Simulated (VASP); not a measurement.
# MnS (Fm-3m) in VASP: a series of runs

MnS is run at these levels: PBE+D3(BJ), BLYP+D3(BJ), PBE; tasks: single point.

Everything below comes from runs of VASP 6.6.1. Logs are shortened: lines on timing, memory, paths and dates and some standing lists are left out, and cuts for length are marked.

**1. The cell of the first run**

The structure is cubic, space group Fm-3m (No. 225). The conventional cell has a = 5.092 Å, b = 5.092 Å, c = 5.092 Å, α = 90.00°, β = 90.00°, γ = 90.00°. Within 3.4 Å of Mn (site symmetry m-3m) lie 6 S at 2.55 Å. S (site symmetry m-3m) has 6 Mn at 2.55 Å within 3.4 Å.

**2. Single point, PBE+D3(BJ), collinear spin, ferromagnetic start (16.50 Å³/atom)**

The input, INCAR:

```
SYSTEM = MnS
PREC = Accurate
ENCUT = 500
EDIFF = 1E-6
ISMEAR = 0
SIGMA = 0.05
LREAL = .False.
LASPH = .True.
NELM = 200
ALGO = Normal
ISIF = 2
LWAVE = .False.
LCHARG = .False.
ISPIN = 2
MAGMOM = 4.42 0
LORBIT = 11
LMAXMIX = 4
GGA = PE
IVDW = 12
NBANDS = 20
GGA_COMPAT = .False.
```

The input, KPOINTS:

```
regular mesh
0
Gamma
  8 8 8
  0 0 0
```

The input, POSCAR:

```
MnS
1.0
    0.0000000000      2.5458965661      2.5458965661
    2.5458965661      0.0000000000      2.5458965661
    2.5458965661      2.5458965661      0.0000000000
Mn S
1 1
Direct
    0.0000000000      0.0000000000      0.0000000000
    0.5000000000      0.5000000000      0.5000000000
```

Potentials or basis: VASP PAW PBE potentials, release 64 (Mn_pv, S).

Run with:

```console
$ cat potpaw_PBE.64/Mn_pv/POTCAR potpaw_PBE.64/S/POTCAR > POTCAR
$ mpirun -np 1 vasp_std > vasp.out
```

OUTCAR:

```text
SYSTEM = MnS
   PREC = Accurate
   ENCUT = 500
   EDIFF = 1E-6
   ISMEAR = 0
   LREAL = .False.
   LASPH = .True.
   NELM = 200
   ISIF = 2
   ISPIN = 2
   LORBIT = 11
   GGA = PE
   IVDW = 12
 IVDW          = 12

 ion  position               nearest neighbor table
   1  0.000  0.000  0.000-   2 2.55   2 2.55   2 2.55   2 2.55   2 2.55   2 2.55
   2  0.500  0.500  0.500-   1 2.55   1 2.55   1 2.55   1 2.55   1 2.55   1 2.55

  LATTYP: Found a face centered cubic cell.
 ALAT       =     5.0917931322

  Lattice vectors:

 A1 = (   0.0000000000,   2.5458965661,   2.5458965661)
 A2 = (   2.5458965661,   0.0000000000,   2.5458965661)
 A3 = (   2.5458965661,   2.5458965661,   0.0000000000)

Analysis of symmetry for initial positions (statically):
=====================================================================
 Subroutine PRICEL returns:
 Original cell was already a primitive cell.

 Routine SETGRP: Setting up the symmetry group for a
 face centered cubic supercell.

 Subroutine GETGRP returns: Found 48 space group operations
 (whereof 48 operations were pure point group operations)
 out of a pool of 48 trial point group operations.

The static configuration has the point symmetry O_h .

Analysis of symmetry for dynamics (positions and initial velocities):
=====================================================================
 Subroutine PRICEL returns:
 Original cell was already a primitive cell.

 Routine SETGRP: Setting up the symmetry group for a
 face centered cubic supercell.

 Subroutine GETGRP returns: Found 48 space group operations
 (whereof 48 operations were pure point group operations)
 out of a pool of 48 trial point group operations.

The dynamic configuration has the point symmetry O_h .

Analysis of structural, dynamic, and magnetic symmetry:
=====================================================================
 Subroutine PRICEL returns:
 Original cell was already a primitive cell.

 Routine SETGRP: Setting up the symmetry group for a
 face centered cubic supercell.

 Subroutine GETGRP returns: Found 48 space group operations
 (whereof 48 operations were pure point group operations)
 out of a pool of 48 trial point group operations.

The overall configuration has the point symmetry O_h .

 Subroutine INISYM returns: Found 48 space group operations
 (whereof 48 operations are pure point group operations),
 and found     1 'primitive' translations

----------------------------------------------------------------------------------------

                                     Primitive cell

  volume of cell :      33.0029

  direct lattice vectors                    reciprocal lattice vectors
     0.000000000  2.545896566  2.545896566    -0.196394467  0.196394467  0.196394467
     2.545896566  0.000000000  2.545896566     0.196394467 -0.196394467  0.196394467
     2.545896566  2.545896566  0.000000000     0.196394467  0.196394467 -0.196394467

  length of vectors
     3.600441452  3.600441452  3.600441452     0.340165196  0.340165196  0.340165196

  position of ions in fractional coordinates (direct lattice)
     0.000000000  0.000000000  0.000000000
     0.500000000  0.500000000  0.500000000

  ion indices of the primitive-cell ions
   primitive index   ion index
                 1           1
                 2           2

----------------------------------------------------------------------------------------

 KPOINTS: regular mesh

Automatic generation of k-mesh.
 Grid dimensions read from file:
 generate k-points for:    8    8    8

 Generating k-lattice:

  Cartesian coordinates                     Fractional coordinates (reciprocal lattice)
    -0.024549308  0.024549308  0.024549308     0.125000000  0.000000000  0.000000000
     0.024549308 -0.024549308  0.024549308     0.000000000  0.125000000  0.000000000
     0.024549308  0.024549308 -0.024549308     0.000000000  0.000000000  0.125000000

  Length of vectors
     0.042520649  0.042520649  0.042520649

  Shift w.r.t. Gamma in fractional coordinates (k-lattice)
     0.000000000  0.000000000  0.000000000

 Subroutine IBZKPT returns following result:
 ===========================================

 Found     29 irreducible k-points:

 Following reciprocal coordinates:
            Coordinates               Weight
  0.000000  0.000000  0.000000      1.000000
  0.125000  0.000000  0.000000      8.000000
  0.250000  0.000000  0.000000      8.000000
  0.375000  0.000000  0.000000      8.000000
  0.500000  0.000000  0.000000      4.000000
  0.125000  0.125000  0.000000      6.000000
[... 16 lines left out ...]
  0.500000  0.250000  0.125000     48.000000
 -0.375000  0.250000  0.125000     24.000000
 [... further k-points ...]
   k-points           NKPTS =     29   k-points in BZ     NKDIM =     29   number of bands    NBANDS=     20
   number of dos      NEDOS =    301   number of ions     NIONS =      2
   total plane-waves  NPLWV =  21952
   dimension x,y,z NGX =    28 NGY =   28 NGZ =   28
   dimension x,y,z NGXF=    56 NGYF=   56 NGZF=   56
   ions per type =               1   1
   NGX,Y,Z   is equivalent  to a cutoff of  12.93, 12.93, 12.93 a.u.
   NGXF,Y,Z  is equivalent  to a cutoff of  25.86, 25.86, 25.86 a.u.
 SYSTEM =  MnS
   PREC   = accura    normal or accurate (medium, high low for compatibility)
   ISTART =      0    job   : 0-new  1-cont  2-samecut
   ICHARG =      2    charge: 1-file 2-atom 10-const
   ISPIN  =      2    spin polarized calculation?
   LNONCOLLINEAR =      F non collinear calculations
   LSORBIT =      F    spin-orbit coupling
   LASPH  =      T    aspherical Exc in radial PAW
   ENCUT  =  500.0 eV  36.75 Ry    6.06 a.u.   6.56  6.56  6.56*2*pi/ulx,y,z
   NELM   =    200;   NELMIN=  2; NELMDL= -5     # of ELM steps
   EDIFF  = 0.1E-05   stopping-criterion for ELM
   LREAL  =      F    real-space projection
   EDIFFG = 0.1E-04   stopping-criterion for IOM
   NSW    =      0    number of steps for IOM
   IBRION =     -1    ionic relax: 0-MD 1-quasi-New 2-CG
   NFREE  =      0    steps in history (QN), initial steepest desc. (CG)
   ISIF   =      2    stress and relaxation
   ISYM   =      2    0-nonsym 1-usesym 2-fastsym
   POTIM  = 0.5000    time-step for ionic-motion
   TEBEG  =    0.0;   TEEND  =   0.0 temperature during run
   PSTRESS=    0.0 pullay stress
   NELECT =      19.0000    total number of electrons
   NUPDOWN=      -1.0000    fix difference up-down
   EMIN   =  10.00;   EMAX   =-10.00  energy-range for DOS
   EFERMI =   0.00;   METHOD = LEGACY
   ISMEAR =     0;   SIGMA  =   0.05  broadening in eV -4-tet -1-fermi 0-gaus
   EFERMI_NEDOS =   21; number of points for ismear=-14 and -15
   IALGO  =     38    algorithm
   IMIX   =      4    mixing-type and parameters
     AMIX     =   0.40;   BMIX     =  1.00
     AMIX_MAG =   1.60;   BMIX_MAG =  1.00
  volume/ion in A,a.u.               =      16.50       111.36
  Fermi-wavevector in a.u.,A,eV,Ry     =   1.361890  2.573598 25.235319  1.854744
  Thomas-Fermi vector in A             =   2.488427
   LORBIT       =     11    0 simple, 1 ext, 2 COOP (PROOUT), +10 PAW based schemes
   GGA     = PE    functional components
   LHFCALC =     F    Hartree Fock is set to
   AEXX    =    0.0000 exact exchange contribution
   IVDW    =    12    specifies the selected vdW correction
   LEPSILON=     F    determine dielectric tensor
   LRPA    =     F    only Hartree local field effects (RPA)
 spin polarized calculation
 Gauss-broadening in eV      SIGMA  =   0.05
  energy-cutoff  :      500.00
  volume of cell :       33.00
 maximum number of plane-waves:       869
 NGX is ok and might be reduce to    28
   NGX = 13   NGY = 13   NGZ = 13

 number of electron      19.0000011 magnetization       4.5831005

 Free energy of the ion-electron system (eV)
  ---------------------------------------------------
  ext. energy  EPLUGINS =         0.00000000
  ---------------------------------------------------
  free energy    TOTEN  =       -14.08477704 eV

  energy without entropy =      -14.08401864  energy(sigma->0) =      -14.08439784

 E-fermi :   7.4018     XC(G=0): -10.9860

 val. band max:        7.3475594655   @ k =   0.1250   0.1250   0.0000
 cond. band min:       7.4486567166   @ k =   0.5000   0.1250   0.0000
 fundamental gap:      0.1010972511
 Fermi energy:         7.4018243805

 spin component 1

 k-point     1 :       0.0000    0.0000    0.0000
  band No.  band energies     occupation
      1     -43.2038      1.00000
      2     -43.2038      1.00000
      3     -43.2038      1.00000
      4      -7.6426      1.00000
      5       4.0028      1.00000
      6       4.0028      1.00000
[... 12 lines left out ...]
     19      19.5197      0.00000
     20      20.2458      0.00000
[... 507 lines left out ...]
 k-point    24 :      -0.3750    0.2500    0.1250
  band No.  band energies     occupation
      1     -43.2137      1.00000
      2     -43.2084      1.00000
      3     -43.2065      1.00000
      4      -5.9886      1.00000
      5       0.5255      1.00000
      6       2.0551      1.00000
[... 12 lines left out ...]
     19      22.5150      0.00000
     20      23.1539      0.00000

 [... further k-points ...]

 spin component 2

 k-point     1 :       0.0000    0.0000    0.0000
  band No.  band energies     occupation
      1     -38.7914      1.00000
      2     -38.7914      1.00000
      3     -38.7914      1.00000
      4      -7.3402      1.00000
      5       5.6814      1.00000
      6       5.6814      1.00000
[... 12 lines left out ...]
     19      20.5934      0.00000
     20      21.9305      0.00000
[... 507 lines left out ...]
 k-point    24 :      -0.3750    0.2500    0.1250
  band No.  band energies     occupation
      1     -38.8046      1.00000
      2     -38.7974      1.00000
      3     -38.7948      1.00000
      4      -5.7556      1.00000
      5       1.1800      1.00000
      6       2.9964      1.00000
[... 12 lines left out ...]
     19      23.2146      0.00000
     20      23.8795      0.00000

 [... further k-points ...]

------------------------ aborting loop because EDIFF is reached ----------------------------------------

 Edisp (eV)   -0.87571

 E8    (eV) :    -0.3612

  FORCE on cell =-STRESS in cart. coord.  units (eV):
  Direction    XX          YY          ZZ          XY          YZ          ZX
  --------------------------------------------------------------------------------------
  -------------------------------------------------------------------------------------
  Total      -0.60093    -0.60093    -0.60093     0.00000    -0.00000    -0.00000
  in kB     -29.17326   -29.17326   -29.17326     0.00000    -0.00000    -0.00000
  external pressure =      -29.17 kB  Pullay stress =        0.00 kB

 VOLUME and BASIS-vectors are now :
 -----------------------------------------------------------------------------
  energy-cutoff  :      500.00
  volume of cell :       33.00
      direct lattice vectors                 reciprocal lattice vectors
     0.000000000  2.545896566  2.545896566    -0.196394467  0.196394467  0.196394467
     2.545896566  0.000000000  2.545896566     0.196394467 -0.196394467  0.196394467
     2.545896566  2.545896566  0.000000000     0.196394467  0.196394467 -0.196394467

 POSITION                                       TOTAL-FORCE (eV/Angst)
 -----------------------------------------------------------------------------------
      0.00000      0.00000      0.00000        -0.000000      0.000000     -0.000000
      2.54590      2.54590      2.54590         0.000000     -0.000000      0.000000
 -----------------------------------------------------------------------------------
    total drift:                               -0.000000      0.000000      0.000000

  FREE ENERGIE OF THE ION-ELECTRON SYSTEM (eV)
  ---------------------------------------------------
  free  energy   TOTEN  =       -14.9604910610 eV

  energy  without entropy=      -14.9597326581  energy(sigma->0) =      -14.96011186

 total charge

# of ion       s       p       d       tot
------------------------------------------
    1        0.227   6.185   4.959  11.371
    2        1.328   2.416   0.000   3.745
--------------------------------------------------
tot          1.555   8.601   4.959  15.116

 magnetization (x)

# of ion       s       p       d       tot
------------------------------------------
    1        0.053   0.043   4.060   4.156
    2        0.029   0.070   0.000   0.099
--------------------------------------------------
tot          0.082   0.113   4.060   4.255
```

Run time: 76 s. Hardware: 1 thread of Intel Xeon 8259CL, shared host; peak memory 0.2 GiB.

What came out:

| Item | Value |
| --- | --- |
| Free energy | -14.9605 eV |
| Pressure | -2.9 GPa |
| Net moment | 4.58 μB per cell |
| Site moments | Mn +4.16; S +0.10 μB |
| Valence electrons inside the program's atomic spheres | Mn 11.37; S 3.75 |
| Dispersion energy per atom | -0.438 eV |

Caveat: three body term missing; a cell with one magnetic atom can't hold antiferromagnetic order, which such compounds often take; semilocal functionals often make such compounds metallic where correlation or magnetic order opens a gap, which also shifts bond lengths.

[end of part 1 of 3]
